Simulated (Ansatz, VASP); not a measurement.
# One calculation of C, two programs

```xyz
8
Lattice="-3.0954 3.0954 2.0620 3.0954 -3.0954 2.0620 3.0954 3.0954 -2.0620" Properties=species:S:1:pos:R:3 pbc="T T T"
C     0.0000    5.1586    0.0000
C     0.0000    1.0322    0.0000
C     1.0322    3.0954    1.0310
C    -1.0322    3.0954    1.0310
C     0.0000    2.0632    1.0310
C     0.0000    4.1276    1.0310
C     2.0632    3.0954    2.0620
C    -2.0632    3.0954    2.0620
```

Alike in both runs: task relaxation of cell and atoms; functional PBE; k mesh 6 × 6 × 6; occupations gaussian, width 0.1 eV; no spin polarisation.

|  | VASP | Ansatz |
| --- | --- | --- |
| version | VASP 6.6.1 | Ansatz 0.2.0 |
| potentials or method | VASP PAW PBE potentials, release 64 (C), cutoff 600 eV | scalar-relativistic, plane waves, PAW |
| valence electrons in the cell | 32 | 32 |

```tsv
	VASP	Ansatz	Ansatz less VASP
gap on the k mesh at the Fermi level, each at its own relaxed structure (eV)	0.16	0.16	-0.003
relaxed volume (Å³/atom)	9.15	9.19	+0.039
relaxed length of the cell vector where the two differ most in proportion (Å)	4.955	4.956	+0.0012
```
